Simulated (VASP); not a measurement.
# Cu (Fd-3m) in VASP: notebook

Runs on Cu. Level: LDA. Tasks: single point.

All numbers are computed with VASP 6.6.1; they aren't measurements. Logs are shortened: lines on timing, memory, paths and dates and some standing lists are left out, and cuts for length are marked.

### 1 The cell of the first run

The structure is cubic, space group Fd-3m (No. 227). The conventional cell has a = 5.147 Å, b = 5.147 Å, c = 5.147 Å, α = 90.00°, β = 90.00°, γ = 90.00°. Cu (site symmetry -43m) has 4 Cu at 2.23 Å within 2.9 Å.

### 2 Single point, LDA

File INCAR:

```
SYSTEM = Cu
PREC = Accurate ; ENCUT = 600
EDIFF = 1E-6 ; ISMEAR = 0
SIGMA = 0.1 ; LREAL = .FALSE.
LASPH = .TRUE. ; NELM = 120
ALGO = Normal ; ISIF = 2
LWAVE = .FALSE. ; LCHARG = .FALSE.
GGA = CA ; NBANDS = 18
GGA_COMPAT = .FALSE.
```

File KPOINTS:

```
Automatic mesh
0
G
  9 9 9
  0 0 0
```

File POSCAR:

```
Cu
1.0
    0.0000000000      2.5737272265      2.5737272265
    2.5737272265      0.0000000000      2.5737272265
    2.5737272265      2.5737272265      0.0000000000
Cu
2
Direct
    0.0000000000      0.0000000000      0.0000000000
    0.2500000000      0.2500000000      0.2500000000
```

Potentials or basis: VASP PAW LDA potentials, release 64 (Cu).

On the command line:

```sh
$ cat potpaw_LDA.64/Cu/POTCAR > POTCAR
$ mpirun -np 1 vasp_std > vasp.out
```

OUTCAR:

```text
SYSTEM = Cu
   PREC = Accurate
   ENCUT = 600
   EDIFF = 1E-6
   ISMEAR = 0
   LREAL = .FALSE.
   LASPH = .TRUE.
   NELM = 120
   ISIF = 2
   GGA = CA

 ion  position               nearest neighbor table
   1  0.000  0.000  0.000-   2 2.23   2 2.23   2 2.23   2 2.23
   2  0.250  0.250  0.250-   1 2.23   1 2.23   1 2.23   1 2.23

  LATTYP: Found a face centered cubic cell.
 ALAT       =     5.1474544530

  Lattice vectors:

 A1 = (   0.0000000000,   2.5737272265,   2.5737272265)
 A2 = (   2.5737272265,   0.0000000000,   2.5737272265)
 A3 = (   2.5737272265,   2.5737272265,   0.0000000000)

Analysis of symmetry for initial positions (statically):
=====================================================================
 Subroutine PRICEL returns:
 Original cell was already a primitive cell.

 Routine SETGRP: Setting up the symmetry group for a
 face centered cubic supercell.

 Subroutine GETGRP returns: Found 48 space group operations
 (whereof 24 operations were pure point group operations)
 out of a pool of 48 trial point group operations.

The static configuration has the point symmetry T_d .
 The point group associated with its full space group is O_h .

Analysis of symmetry for dynamics (positions and initial velocities):
=====================================================================
 Subroutine PRICEL returns:
 Original cell was already a primitive cell.

 Routine SETGRP: Setting up the symmetry group for a
 face centered cubic supercell.

 Subroutine GETGRP returns: Found 48 space group operations
 (whereof 24 operations were pure point group operations)
 out of a pool of 48 trial point group operations.

The dynamic configuration has the point symmetry T_d .
 The point group associated with its full space group is O_h .

 Subroutine INISYM returns: Found 48 space group operations
 (whereof 24 operations are pure point group operations),
 and found     1 'primitive' translations

----------------------------------------------------------------------------------------

                                     Primitive cell

  volume of cell :      34.0971

  direct lattice vectors                    reciprocal lattice vectors
     0.000000000  2.573727226  2.573727226    -0.194270782  0.194270782  0.194270782
     2.573727226  0.000000000  2.573727226     0.194270782 -0.194270782  0.194270782
     2.573727226  2.573727226  0.000000000     0.194270782  0.194270782 -0.194270782

  length of vectors
     3.639799950  3.639799950  3.639799950     0.336486864  0.336486864  0.336486864

  position of ions in fractional coordinates (direct lattice)
     0.000000000  0.000000000  0.000000000
     0.250000000  0.250000000  0.250000000

  ion indices of the primitive-cell ions
   primitive index   ion index
                 1           1
                 2           2

----------------------------------------------------------------------------------------

 KPOINTS: Automatic mesh

Automatic generation of k-mesh.
 Grid dimensions read from file:
 generate k-points for:    9    9    9

 Generating k-lattice:

  Cartesian coordinates                     Fractional coordinates (reciprocal lattice)
    -0.021585642  0.021585642  0.021585642     0.111111111  0.000000000  0.000000000
     0.021585642 -0.021585642  0.021585642     0.000000000  0.111111111  0.000000000
     0.021585642  0.021585642 -0.021585642     0.000000000  0.000000000  0.111111111

  Length of vectors
     0.037387429  0.037387429  0.037387429

  Shift w.r.t. Gamma in fractional coordinates (k-lattice)
     0.000000000  0.000000000  0.000000000

 Subroutine IBZKPT returns following result:
 ===========================================

 Found     35 irreducible k-points:

 Following reciprocal coordinates:
            Coordinates               Weight
  0.000000  0.000000  0.000000      1.000000
  0.111111  0.000000  0.000000      8.000000
  0.222222  0.000000  0.000000      8.000000
  0.333333  0.000000  0.000000      8.000000
  0.444444  0.000000  0.000000      8.000000
  0.111111  0.111111  0.000000      6.000000
[... 16 lines left out ...]
 -0.333333  0.333333  0.000000     12.000000
  0.444444  0.444444  0.000000      6.000000
 [... further k-points ...]
   k-points           NKPTS =     35   k-points in BZ     NKDIM =     35   number of bands    NBANDS=     18
   number of dos      NEDOS =    301   number of ions     NIONS =      2
   total plane-waves  NPLWV =  27000
   dimension x,y,z NGX =    30 NGY =   30 NGZ =   30
   dimension x,y,z NGXF=    60 NGYF=   60 NGZF=   60
   ions per type =               2
   NGX,Y,Z   is equivalent  to a cutoff of  13.70, 13.70, 13.70 a.u.
   NGXF,Y,Z  is equivalent  to a cutoff of  27.40, 27.40, 27.40 a.u.
 SYSTEM =  Cu
   PREC   = accura    normal or accurate (medium, high low for compatibility)
   ISTART =      0    job   : 0-new  1-cont  2-samecut
   ICHARG =      2    charge: 1-file 2-atom 10-const
   ISPIN  =      1    spin polarized calculation?
   LNONCOLLINEAR =      F non collinear calculations
   LSORBIT =      F    spin-orbit coupling
   LASPH  =      T    aspherical Exc in radial PAW
   ENCUT  =  600.0 eV  44.10 Ry    6.64 a.u.   7.27  7.27  7.27*2*pi/ulx,y,z
   NELM   =    120;   NELMIN=  2; NELMDL= -5     # of ELM steps
   EDIFF  = 0.1E-05   stopping-criterion for ELM
   LREAL  =      F    real-space projection
   EDIFFG = 0.1E-04   stopping-criterion for IOM
   NSW    =      0    number of steps for IOM
   IBRION =     -1    ionic relax: 0-MD 1-quasi-New 2-CG
   NFREE  =      0    steps in history (QN), initial steepest desc. (CG)
   ISIF   =      2    stress and relaxation
   ISYM   =      2    0-nonsym 1-usesym 2-fastsym
   POTIM  = 0.5000    time-step for ionic-motion
   TEBEG  =    0.0;   TEEND  =   0.0 temperature during run
   PSTRESS=    0.0 pullay stress
   NELECT =      22.0000    total number of electrons
   NUPDOWN=      -1.0000    fix difference up-down
   EMIN   =  10.00;   EMAX   =-10.00  energy-range for DOS
   EFERMI =   0.00;   METHOD = LEGACY
   ISMEAR =     0;   SIGMA  =   0.10  broadening in eV -4-tet -1-fermi 0-gaus
   EFERMI_NEDOS =   21; number of points for ismear=-14 and -15
   IALGO  =     38    algorithm
   IMIX   =      4    mixing-type and parameters
     AMIX     =   0.40;   BMIX     =  1.00
     AMIX_MAG =   1.60;   BMIX_MAG =  1.00
  volume/ion in A,a.u.               =      17.05       115.05
  Fermi-wavevector in a.u.,A,eV,Ry     =   1.414631  2.673265 27.227723  2.001181
  Thomas-Fermi vector in A             =   2.536153
   LORBIT       =      0    0 simple, 1 ext, 2 COOP (PROOUT), +10 PAW based schemes
   GGA     = CA    functional components
   LHFCALC =     F    Hartree Fock is set to
   AEXX    =    0.0000 exact exchange contribution
   IVDW    =     0    specifies the selected vdW correction
   LEPSILON=     F    determine dielectric tensor
   LRPA    =     F    only Hartree local field effects (RPA)
 non-spin polarized calculation
 Gauss-broadening in eV      SIGMA  =   0.10
  energy-cutoff  :      600.00
  volume of cell :       34.10
 maximum number of plane-waves:      1153
 NGX is ok and might be reduce to    30
   NGX = 15   NGY = 15   NGZ = 15

 number of electron      22.0000007 magnetization

 Free energy of the ion-electron system (eV)
  ---------------------------------------------------
  ext. energy  EPLUGINS =         0.00000000
  ---------------------------------------------------
  free energy    TOTEN  =        -6.97461663 eV

  energy without entropy =       -6.97230416  energy(sigma->0) =       -6.97346040

 E-fermi :   3.3888     XC(G=0): -10.8136

 val. band max:        3.3849151144   @ k =  -0.3333   0.4444   0.2222
 cond. band min:       3.5204370669   @ k =   0.4444   0.0000   0.0000
 fundamental gap:      0.1355219525
 Fermi energy:         3.3887859421

 k-point     1 :       0.0000    0.0000    0.0000
  band No.  band energies     occupation
      1      -3.4488      2.00000
      2       0.0650      2.00000
      3       0.0650      2.00000
      4       0.0650      2.00000
      5       0.0798      2.00000
      6       0.0798      2.00000
[... 10 lines left out ...]
     17      14.8013      0.00000
     18      17.2805      0.00000

 k-point     2 :       0.1111    0.0000    0.0000
  band No.  band energies     occupation
      1      -3.2382      2.00000
      2      -0.0392      2.00000
      3      -0.0392      2.00000
      4       0.0716      2.00000
      5       0.2197      2.00000
      6       0.2197      2.00000
[... 10 lines left out ...]
     17      15.8016      0.00000
     18      17.6070      0.00000

 k-point     3 :       0.2222    0.0000    0.0000
  band No.  band energies     occupation
      1      -2.6295      2.00000
      2      -0.0806      2.00000
      3      -0.0806      2.00000
      4       0.0997      2.00000
      5       0.3280      2.00000
      6       0.3280      2.00000
[... 10 lines left out ...]
     17      16.3388      0.00000
     18      17.2419      0.00000

 k-point     4 :       0.3333    0.0000    0.0000
  band No.  band energies     occupation
      1      -1.7307      2.00000
      2      -0.0464      2.00000
      3      -0.0464      2.00000
      4       0.1463      2.00000
      5       0.3212      2.00000
      6       0.3212      2.00000
[... 375 lines left out ...]
      4       0.0619      2.00000
      5       0.4540      2.00000
      6       0.8528      2.00000
[... 10 lines left out ...]
     17      20.7524      0.00000
     18      21.5125      0.00000

 k-point    23 :      -0.3333    0.3333    0.0000
  band No.  band energies     occupation
      1      -0.3958      2.00000
      2      -0.0248      2.00000
      3      -0.0004      2.00000
      4       0.0068      2.00000
      5       0.3602      2.00000
      6       0.8563      2.00000
[... 10 lines left out ...]
     17      19.8525      0.00000
     18      20.5400      0.00000

 k-point    24 :       0.4444    0.4444    0.0000
  band No.  band energies     occupation
      1      -0.3381      2.00000
      2      -0.1163      2.00000
      3       0.1119      2.00000
      4       0.1119      2.00000
      5       0.2014      2.00000
      6       0.7201      2.00000
[... 10 lines left out ...]
     17      24.4947      0.00000
     18      24.4948      0.00000

 [... further k-points ...]

------------------------ aborting loop because EDIFF is reached ----------------------------------------

  FORCE on cell =-STRESS in cart. coord.  units (eV):
  Direction    XX          YY          ZZ          XY          YZ          ZX
  --------------------------------------------------------------------------------------
  -------------------------------------------------------------------------------------
  Total        0.0634912      0.0634912      0.0634912     -0.0000000      0.0000000      0.0000000
  in kB        2.9833651      2.9833651      2.9833651     -0.0000000      0.0000000      0.0000000
  external PRESSURE =       2.9833651 kB  Pullay stress =       0.0000000 kB

 VOLUME and BASIS-vectors are now :
 -----------------------------------------------------------------------------
  energy-cutoff  :      600.00
  volume of cell :       34.10
      direct lattice vectors                 reciprocal lattice vectors
     0.000000000  2.573727226  2.573727226    -0.194270782  0.194270782  0.194270782
     2.573727226  0.000000000  2.573727226     0.194270782 -0.194270782  0.194270782
     2.573727226  2.573727226  0.000000000     0.194270782  0.194270782 -0.194270782

 POSITION                                       TOTAL-FORCE (eV/Angst)
 -----------------------------------------------------------------------------------
      0.00000      0.00000      0.00000        -0.000000     -0.000000     -0.000000
      1.28686      1.28686      1.28686         0.000000      0.000000      0.000000
 -----------------------------------------------------------------------------------
    total drift:                                0.000000      0.000000      0.000000

  FREE ENERGIE OF THE ION-ELECTRON SYSTEM (eV)
  ---------------------------------------------------
  free  energy   TOTEN  =        -6.9746166312 eV

  energy  without entropy=       -6.9723041638  energy(sigma->0) =       -6.97346040
```

It took 15 s on 1 thread of AMD EPYC 9R45 (Zen 5), shared host; peak memory 0.12 GiB.

Results:

```
Free energy            : -6.9746 eV
Pressure               : 0.3 GPa
Band gap on the k mesh : zero (band 11 reaches 3.87 eV, above the bottom of band 12 at 3.16 eV)
```

Levels at points of the mesh, in eV from the Fermi level:
```
           k point  band 8  band 9  band 10  band 11  band 12  band 13  band 14  band 15
(0.00, 0.00, 0.00)   -2.05   -2.05    -1.26    -1.26    10.60    10.60    10.60    11.41
```

(Part 1 of 2 ends here.)
